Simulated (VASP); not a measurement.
# MgNi3Te4 in VASP: a series of runs

Runs on MgNi3Te4. Level: PBE. Tasks: single point.

All numbers are computed with VASP 6.6.1; they aren't measurements. Logs are shortened: lines on timing, memory, paths and dates and some standing lists are left out, and cuts for length are marked.

**1. The cell of the first run**

The structure is trigonal, space group P-3m1 (No. 164). Conventional cell: a = 4.102 Å, b = 4.102 Å, c = 11.235 Å, α = 90.00°, β = 90.00°, γ = 120.00°. Mg (site symmetry -3m) has 2 Ni at 2.94 Å and 6 Te at 2.95 Å within 3.9 Å. Within 3.5 Å of Ni (site symmetry -3m) lie 2 Ni at 2.68 Å and 6 Te at 2.68 Å. Within 3.5 Å of Ni (site symmetry 3m) lie 6 Te at 2.65 to 2.76 Å and 1 Ni at 2.68 Å and 1 Mg at 2.94 Å. Within 3.6 Å of Te (site symmetry 3m) lie 3 Ni at 2.65 Å and 3 Mg at 2.95 Å and 3 Te at 3.52 Å. Within 3.6 Å of Te (site symmetry 3m) lie 6 Ni at 2.68 to 2.76 Å and 6 Te at 3.44 to 3.52 Å.

**2. Single point, PBE**

INCAR

```
PREC = Accurate
ENCUT = 600
EDIFF = 1E-6
ISMEAR = 0
SIGMA = 0.1
LREAL = F
LASPH = T
NELM = 120
ALGO = Normal
ISIF = 2
LWAVE = F
LCHARG = F
GGA = PE
NBANDS = 38
GGA_COMPAT = F
```

KPOINTS

```
Automatic mesh
0
Gamma
  6 6 2
```

POSCAR

```
MgNi3Te4
1.0
    4.1015158000      0.0000000000      0.0000000000
   -2.0507579000      3.5520168000      0.0000000000
    0.0000000000      0.0000000000     11.2347574000
Mg Ni Te
1 3 4
Direct
    0.0000000000      0.0000000000      0.0000000000
    0.0000000000      0.0000000000      0.5000000000
    0.0000000000      0.0000000000      0.2618430000
    0.0000000000      0.0000000000      0.7381570000
    0.3333333000      0.6666667000      0.1563150000
    0.3333333000      0.6666667000      0.6113180000
    0.6666667000      0.3333333000      0.3886820000
    0.6666667000      0.3333333000      0.8436850000
```

Potentials or basis: VASP PAW PBE potentials, release 64 (Mg, Ni, Te).

Launch:

```bash
cat potpaw_PBE.64/Mg/POTCAR potpaw_PBE.64/Ni/POTCAR potpaw_PBE.64/Te/POTCAR > POTCAR
mpirun -np 1 vasp_std > vasp.out
```

OUTCAR:

```text
PREC = Accurate
   ENCUT = 600
   EDIFF = 1E-6
   ISMEAR = 0
   LREAL = F
   LASPH = T
   NELM = 120
   ISIF = 2
   GGA = PE

 ion  position               nearest neighbor table
   1  0.000  0.000  0.000-   3 2.94   4 2.94   5 2.95   8 2.95   5 2.95   8 2.95   8 2.95   5 2.95

   2  0.000  0.000  0.500-   3 2.68   4 2.68   6 2.68   7 2.68   6 2.68   7 2.68   7 2.68   6 2.68

   3  0.000  0.000  0.262-   5 2.65   5 2.65   5 2.65   2 2.68   7 2.76   7 2.76   7 2.76   1 2.94

   4  0.000  0.000  0.738-   8 2.65   8 2.65   8 2.65   2 2.68   6 2.76   6 2.76   6 2.76   1 2.94

   5  0.333  0.667  0.156-   3 2.65   3 2.65   3 2.65   1 2.95   1 2.95   1 2.95   7 3.52   7 3.52
                             7 3.52
   6  0.333  0.667  0.611-   2 2.68   2 2.68   2 2.68   4 2.76   4 2.76   4 2.76   7 3.44   7 3.44
                             7 3.44   8 3.52   8 3.52   8 3.52
   7  0.667  0.333  0.389-   2 2.68   2 2.68   2 2.68   3 2.76   3 2.76   3 2.76   6 3.44   6 3.44
                             6 3.44   5 3.52   5 3.52   5 3.52
   8  0.667  0.333  0.844-   4 2.65   4 2.65   4 2.65   1 2.95   1 2.95   1 2.95   6 3.52   6 3.52
                             6 3.52

  LATTYP: Found a hexagonal cell.
 ALAT       =     4.1015158000
 C/A-ratio  =     2.7391720398

  Lattice vectors:

 A1 = (   4.1015158000,   0.0000000000,   0.0000000000)
 A2 = (  -2.0507579000,   3.5520168000,   0.0000000000)
 A3 = (   0.0000000000,   0.0000000000,  11.2347574000)

Analysis of symmetry for initial positions (statically):
=====================================================================
 Subroutine PRICEL returns:
 Original cell was already a primitive cell.

 Routine SETGRP: Setting up the symmetry group for a
 hexagonal supercell.

 Subroutine GETGRP returns: Found 12 space group operations
 (whereof 12 operations were pure point group operations)
 out of a pool of 24 trial point group operations.

The static configuration has the point symmetry D_3d.

Analysis of symmetry for dynamics (positions and initial velocities):
=====================================================================
 Subroutine PRICEL returns:
 Original cell was already a primitive cell.

 Routine SETGRP: Setting up the symmetry group for a
 hexagonal supercell.

 Subroutine GETGRP returns: Found 12 space group operations
 (whereof 12 operations were pure point group operations)
 out of a pool of 24 trial point group operations.

The dynamic configuration has the point symmetry D_3d.

 Subroutine INISYM returns: Found 12 space group operations
 (whereof 12 operations are pure point group operations),
 and found     1 'primitive' translations

----------------------------------------------------------------------------------------

                                     Primitive cell

  volume of cell :     163.6753

  direct lattice vectors                    reciprocal lattice vectors
     4.101515800  0.000000000  0.000000000     0.243812300  0.140765100  0.000000000
    -2.050757900  3.552016800  0.000000000     0.000000000  0.281530200  0.000000000
     0.000000000  0.000000000 11.234757400     0.000000000  0.000000000  0.089009488

  length of vectors
     4.101515800  4.101515733 11.234757400     0.281530195  0.281530200  0.089009488

  position of ions in fractional coordinates (direct lattice)
     0.000000000  0.000000000  0.000000000
     0.000000000  0.000000000  0.500000000
     0.000000000  0.000000000  0.261843000
     0.000000000  0.000000000  0.738157000
     0.333333300  0.666666700  0.156315000
     0.333333300  0.666666700  0.611318000
     0.666666700  0.333333300  0.388682000
     0.666666700  0.333333300  0.843685000

  ion indices of the primitive-cell ions
   primitive index   ion index
                 1           1
                 2           2
                 3           3
                 4           4
                 5           5
                 6           6
                 7           7
                 8           8

[... 49 lines left out ...]
   GGA     = PE    functional components
   LHFCALC =     F    Hartree Fock is set to
   AEXX    =    0.0000 exact exchange contribution
   IVDW    =     0    specifies the selected vdW correction
   LEPSILON=     F    determine dielectric tensor
   LRPA    =     F    only Hartree local field effects (RPA)
 non-spin polarized calculation
 Gauss-broadening in eV      SIGMA  =   0.10
  energy-cutoff  :      600.00
  volume of cell :      163.68
 maximum number of plane-waves:      5528
 NGX is ok and might be reduce to    36
   NGX = 17   NGY = 17   NGZ = 45

 number of electron      55.9999982 magnetization

 Free energy of the ion-electron system (eV)
  ---------------------------------------------------
  ext. energy  EPLUGINS =         0.00000000
  ---------------------------------------------------
  free energy    TOTEN  =       -32.70297625 eV

  energy without entropy =      -32.68619567  energy(sigma->0) =      -32.69458596

 E-fermi :   8.0531     XC(G=0): -10.5383

 val. band max:        8.0094328451   @ k =   0.1667   0.1667   0.0000
 cond. band min:       8.0681499533   @ k =   0.0000   0.0000   0.5000
 fundamental gap:      0.0587171083
 Fermi energy:         8.0531145091

 k-point     1 :       0.0000    0.0000    0.0000
  band No.  band energies     occupation
      1      -5.6959      2.00000
      2      -4.7012      2.00000
      3      -4.1940      2.00000
      4      -2.7832      2.00000
      5       1.8005      2.00000
      6       4.0425      2.00000
[... 30 lines left out ...]
     37      12.5699      0.00000
     38      12.8870      0.00000

 k-point     2 :       0.1667   -0.0000    0.0000
  band No.  band energies     occupation
      1      -5.4359      2.00000
      2      -4.4841      2.00000
      3      -4.0095      2.00000
      4      -2.7850      2.00000
      5       2.1158      2.00000
      6       3.3803      2.00000
[... 30 lines left out ...]
     37      12.9743      0.00000
     38      13.3039      0.00000
[... 449 lines left out ...]
     37      12.7353      0.00000
     38      13.8862      0.00000

 k-point    14 :       0.3333    0.3333    0.5000
  band No.  band energies     occupation
      1      -3.6416      2.00000
      2      -3.6416      2.00000
      3      -3.2498      2.00000
      4      -3.2498      2.00000
      5       1.4868      2.00000
      6       2.1341      2.00000
[... 30 lines left out ...]
     37      13.6121      0.00000
     38      14.7383      0.00000

------------------------ aborting loop because EDIFF is reached ----------------------------------------

  FORCE on cell =-STRESS in cart. coord.  units (eV):
  Direction    XX          YY          ZZ          XY          YZ          ZX
  --------------------------------------------------------------------------------------
  -------------------------------------------------------------------------------------
  Total        0.0904332      0.0904332     -0.0548872     -0.0000000      0.0000000      0.0000000
  in kB        0.8852289      0.8852289     -0.5372777     -0.0000000      0.0000000      0.0000000
  external PRESSURE =       0.4110600 kB  Pullay stress =       0.0000000 kB

 VOLUME and BASIS-vectors are now :
 -----------------------------------------------------------------------------
  energy-cutoff  :      600.00
  volume of cell :      163.68
      direct lattice vectors                 reciprocal lattice vectors
     4.101515800  0.000000000  0.000000000     0.243812300  0.140765100  0.000000000
    -2.050757900  3.552016800  0.000000000     0.000000000  0.281530200  0.000000000
     0.000000000  0.000000000 11.234757400     0.000000000  0.000000000  0.089009488

 POSITION                                       TOTAL-FORCE (eV/Angst)
 -----------------------------------------------------------------------------------
      0.00000      0.00000      0.00000         0.000000      0.000000     -0.000000
      0.00000      0.00000      5.61738         0.000000      0.000000     -0.000000
      0.00000      0.00000      2.94174         0.000000      0.000000      0.025573
      0.00000      0.00000      8.29301         0.000000      0.000000     -0.025573
     -0.00000      2.36801      1.75616        -0.000000      0.000000     -0.034554
     -0.00000      2.36801      6.86801        -0.000000      0.000000      0.101987
      2.05076      1.18401      4.36675         0.000000     -0.000000     -0.101987
      2.05076      1.18401      9.47860        -0.000000     -0.000000      0.034554
 -----------------------------------------------------------------------------------
    total drift:                               -0.000000      0.000000     -0.000000

  FREE ENERGIE OF THE ION-ELECTRON SYSTEM (eV)
  ---------------------------------------------------
  free  energy   TOTEN  =       -32.7029762533 eV

  energy  without entropy=      -32.6861956699  energy(sigma->0) =      -32.69458596
```

Run time: 3.3 min. Hardware: 1 thread of Oxide Virtual Turin-like, shared host; peak memory 0.37 GiB.

Results:

```
Free energy            : -32.7030 eV
Pressure               : 0.0 GPa
Largest force          : 0.102 eV/Å
Band gap on the k mesh : zero (bands 28 and 29 overlap by 1.23 eV)
```

Forces on the atoms (eV/Å):
```
Mg   0.000  0.000  0.000
Ni   0.000  0.000  0.000
Ni   0.000  0.000  0.026
Ni   0.000  0.000 -0.026
Te   0.000  0.000 -0.035
Te   0.000  0.000  0.102
Te   0.000  0.000 -0.102
Te   0.000  0.000  0.035
```

Caveat: spin-orbit coupling is left out, which moves the levels of the heavy elements. Spin polarisation is off, so any magnetic state and its effect on volume and gap are missing.

**3. Single point, PBE**

INCAR

```
SYSTEM = MgNi3Te4
  PREC = Accurate
  ENCUT = 600
  EDIFF = 1E-6
  ISMEAR = 0
  SIGMA = 0.2
  LREAL = .False.
  LASPH = .True.
  NELM = 120
  ALGO = Normal
  ISIF = 2
  LWAVE = .False.
  LCHARG = .False.
  GGA = PE
  NBANDS = 38
  GGA_COMPAT = .False.
```

KPOINTS

```
Automatic mesh
0
Gamma
  6 6 2
  0 0 0
```

POSCAR

```
MgNi3Te4
1.0
    4.1015157556      0.0000000000      0.0000000000
   -2.0507578778      3.5520168384      0.0000000000
    0.0000000000      0.0000000000     11.2347574000
Mg Ni Te
1 3 4
Direct
    0.0000000000      0.0000000000      0.0000000000
    0.0000000000      0.0000000000      0.5000000000
    0.0000000000      0.0000000000      0.2618430000
    0.0000000000      0.0000000000      0.7381570000
    0.3333333333      0.6666666667      0.1563150000
    0.3333333333      0.6666666667      0.6113180000
    0.6666666667      0.3333333333      0.3886820000
    0.6666666667      0.3333333333      0.8436850000
```

Potentials or basis: VASP PAW PBE potentials, release 64 (Mg, Ni, Te).

Launch:

```bash
cat potpaw_PBE.64/Mg/POTCAR potpaw_PBE.64/Ni/POTCAR potpaw_PBE.64/Te/POTCAR > POTCAR
mpirun -np 1 vasp_std > vasp.out
```

It took 4 min on 1 thread of Oxide Virtual Turin-like, shared host; peak memory 0.37 GiB.

Results (log left out):

- Free energy: -32.7342 eV
- Pressure: 0.1 GPa
- Largest force: 0.086 eV/Å
- Band gap on the k mesh: zero (bands 28 and 29 overlap by 1.24 eV)

Forces on the atoms (eV/Å):
```
Mg   0.000  0.000  0.000
Ni   0.000  0.000  0.000
Ni   0.000  0.000  0.022
Ni   0.000  0.000 -0.022
Te   0.000  0.000 -0.029
Te   0.000  0.000  0.086
Te   0.000  0.000 -0.086
Te   0.000  0.000  0.029
```

Stress tensor (GPa, compression positive):
```
 0.10  0.00  0.00
 0.00  0.10  0.00
 0.00  0.00 -0.03
```

Levels at points of the mesh, in eV from the Fermi level:
| k point | band 24 | band 25 | band 26 | band 27 | band 28 | band 29 | band 30 | band 31 | band 32 | band 33 |
| --- | --- | --- | --- | --- | --- | --- | --- | --- | --- | --- |
| (0.00, 0.00, 0.00) | -0.58 | -0.14 | -0.14 | 0.68 | 0.68 | 0.81 | 0.93 | 0.93 | 2.17 | 2.50 |
| (0.50, 0.00, 0.00) | -1.46 | -1.26 | -0.87 | -0.56 | -0.28 | 0.24 | 0.25 | 1.54 | 2.34 | 2.90 |
| (0.00, 0.00, 0.50) | -0.50 | -0.38 | -0.01 | -0.01 | 0.53 | 0.53 | 0.98 | 0.98 | 2.27 | 2.72 |
| (0.50, 0.00, 0.50) | -1.44 | -1.30 | -0.95 | -0.68 | 0.02 | 0.25 | 0.74 | 1.11 | 1.76 | 2.20 |

Caveat: spin-orbit coupling is left out, which moves the levels of the heavy elements.

**4. Single point, PBE**

INCAR

```
SYSTEM = MgNi3Te4
PREC = Accurate
ENCUT = 600
EDIFF = 1E-6
ISMEAR = 0
SIGMA = 0.2
LREAL = .False.
LASPH = .True.
NELM = 120
ALGO = Normal
ISIF = 2
LWAVE = .False.
LCHARG = .False.
GGA = PE
NBANDS = 38
GGA_COMPAT = .False.
```

KPOINTS is that of step 3.

POSCAR

```
MgNi3Te4
1.0
    4.1052683473     -0.0027733050     -0.0019997643
   -2.0551202288      3.5543795838      0.0018923898
   -0.0059958329      0.0031861008     11.2156994140
Mg Ni Te
1 3 4
Direct
   -0.0000094356      0.0004045347     -0.0000243184
    0.0000966123     -0.0009192069      0.4999710275
    0.0000325535     -0.0000273354      0.2618273678
   -0.0002176580      0.0005914770      0.7381168751
    0.3333282147      0.6669323370      0.1553130448
    0.3334781840      0.6663742752      0.6125532275
    0.6666940727      0.3331307939      0.3874924635
    0.6665974564      0.3335131244      0.8447503122
```

Launch:

```bash
cat potpaw_PBE.64/Mg/POTCAR potpaw_PBE.64/Ni/POTCAR potpaw_PBE.64/Te/POTCAR > POTCAR
mpirun -np 1 vasp_std > vasp.out
```

Run time: 14 min. Hardware: 1 thread of Oxide Virtual Turin-like, shared host; peak memory 0.48 GiB.

Results (log left out):

```
Free energy            : -32.7356 eV
Pressure               : 0.0 GPa
Largest force          : 0.007 eV/Å
Band gap on the k mesh : zero (bands 28 and 29 overlap by 1.24 eV)
```

Forces on the atoms (eV/Å):
```
Mg   0.001 -0.002  0.002
Ni  -0.002  0.005  0.002
Ni   0.002  0.001  0.005
Ni   0.001 -0.003 -0.003
Te  -0.002 -0.001  0.004
Te  -0.001  0.000 -0.006
Te   0.001 -0.002  0.004
Te   0.001  0.002 -0.007
```

Levels at points of the mesh, in eV from the Fermi level:
| k point | band 25 | band 26 | band 27 | band 28 | band 29 | band 30 | band 31 | band 32 |
| --- | --- | --- | --- | --- | --- | --- | --- | --- |
| (0.00, 0.00, 0.00) | -0.17 | -0.16 | 0.67 | 0.68 | 0.81 | 0.93 | 0.93 | 2.16 |
| (0.50, 0.00, 0.00) | -1.26 | -0.87 | -0.56 | -0.28 | 0.24 | 0.25 | 1.52 | 2.32 |
| (0.00, 0.50, 0.00) | -1.26 | -0.87 | -0.56 | -0.28 | 0.24 | 0.25 | 1.52 | 2.32 |
| (0.50, 0.50, 0.00) | -1.26 | -0.87 | -0.56 | -0.27 | 0.25 | 0.25 | 1.53 | 2.33 |
| (0.00, 0.00, 0.50) | -0.37 | -0.03 | -0.03 | 0.51 | 0.52 | 0.98 | 0.99 | 2.27 |
| (0.50, 0.00, 0.50) | -1.29 | -0.94 | -0.68 | 0.04 | 0.25 | 0.75 | 1.08 | 1.78 |
| (0.00, 0.50, 0.50) | -1.29 | -0.94 | -0.68 | 0.04 | 0.24 | 0.75 | 1.08 | 1.78 |
| (0.50, 0.50, 0.50) | -1.29 | -0.94 | -0.68 | 0.04 | 0.24 | 0.75 | 1.09 | 1.78 |

Caveat: spin-orbit coupling is left out, which moves the levels of the heavy elements. Spin polarisation is off, so any magnetic state and its effect on volume and gap are missing.

**5. Single point, PBE**

INCAR

```
  PREC = Accurate
  ENCUT = 600
  EDIFF = 1E-6
  ISMEAR = 0
  SIGMA = 0.1
  LREAL = False
  LASPH = True
  NELM = 120
  ALGO = Normal
  ISIF = 2
  LWAVE = False
  LCHARG = True
  GGA = PE
  LELF = True
  LVHAR = True
  NBANDS = 38
  GGA_COMPAT = False
```

KPOINTS

```
Automatic mesh
0
Gamma
  12 12 4
```

POSCAR

```
MgNi3Te4
1.0
    4.1015157556      0.0000000000      0.0000000000
   -2.0507578778      3.5520168384      0.0000000000
    0.0000000000      0.0000000000     11.2347574000
Mg Ni Te
1 3 4
Direct
    0.0000000000      0.0000000000      0.0000000000
    0.0000000000      0.0000000000      0.5000000000
    0.0000000000      0.0000000000      0.2618430000
    0.0000000000      0.0000000000      0.7381570000
    0.3333333333      0.6666666667      0.1563150000
    0.3333333333      0.6666666667      0.6113180000
    0.6666666667      0.3333333333      0.3886820000
    0.6666666667      0.3333333333      0.8436850000
```

Launch:

```bash
cat potpaw_PBE.64/Mg/POTCAR potpaw_PBE.64/Ni/POTCAR potpaw_PBE.64/Te/POTCAR > POTCAR
mpirun -np 1 vasp_std > vasp.out
```

It took 14 min on 1 thread of Oxide Virtual Turin-like, shared host; peak memory 0.64 GiB.

The run converged. Its results:

```yaml
Free_energy: -32.6954 eV
Pressure: -0.1 GPa
Largest_force: 0.013 eV/Å
Band_gap_on_the_k_mesh: zero (bands 28 and 29 overlap by 1.23 eV)
```

Forces in eV/Å, atoms in the order of the input:
```
Mg   0.000  0.000  0.000
Ni   0.000  0.000  0.000
Ni   0.000  0.000 -0.010
Ni   0.000  0.000  0.010
Te   0.000  0.000 -0.013
Te   0.000  0.000 -0.004
Te   0.000  0.000  0.004
Te   0.000  0.000  0.013
```

Levels at points of the mesh, in eV from the Fermi level:
| k point | band 26 | band 27 | band 28 | band 29 | band 30 | band 31 |
| --- | --- | --- | --- | --- | --- | --- |
| (0.00, 0.00, 0.00) | -0.13 | 0.69 | 0.69 | 0.81 | 0.94 | 0.94 |
| (0.50, 0.00, 0.00) | -0.86 | -0.55 | -0.27 | 0.25 | 0.25 | 1.54 |
| (0.00, 0.00, 0.50) | 0.00 | 0.00 | 0.53 | 0.53 | 0.99 | 0.99 |
| (0.50, 0.00, 0.50) | -0.94 | -0.68 | 0.03 | 0.25 | 0.74 | 1.11 |

Caveat: spin-orbit coupling is left out, which moves the levels of the heavy elements. Spin polarisation is off, so any magnetic state and its effect on volume and gap are missing.

**6. The runs side by side**

```csv
cell,k mesh,smearing,gap on the mesh (eV),pressure (GPa),largest force (eV/Å)
"a = 4.102, b = 4.102, c = 11.235 Å, angles 90.0, 90.0, 120.0°, 8 atoms, atomic positions A",6 × 6 × 2,gaussian 0.1 eV,none,0.0,0.10
"a = 4.102, b = 4.102, c = 11.235 Å, angles 90.0, 90.0, 120.0°, 8 atoms, atomic positions A",6 × 6 × 2,gaussian 0.2 eV,none,0.1,0.09
"a = 4.105, b = 4.106, c = 11.216 Å, angles 89.9, 90.1, 120.1°, 8 atoms, atomic positions B",6 × 6 × 2,gaussian 0.2 eV,none,0.0,0.01
"a = 4.102, b = 4.102, c = 11.235 Å, angles 90.0, 90.0, 120.0°, 8 atoms, atomic positions A",12 × 12 × 4,gaussian 0.1 eV,none,-0.1,0.01
```

Alike in all rows: task single point; level PBE; potentials or basis VASP PAW PBE potentials, release 64 (Mg, Ni, Te); no spin polarisation; cutoff (eV) 600.

Caveats: spin-orbit coupling is left out, which moves the levels of the heavy elements.

Absolute energies hang on the potentials; compare differences alone.

The gap in the log of VASP goes by the Fermi energy; the results here count the filled bands.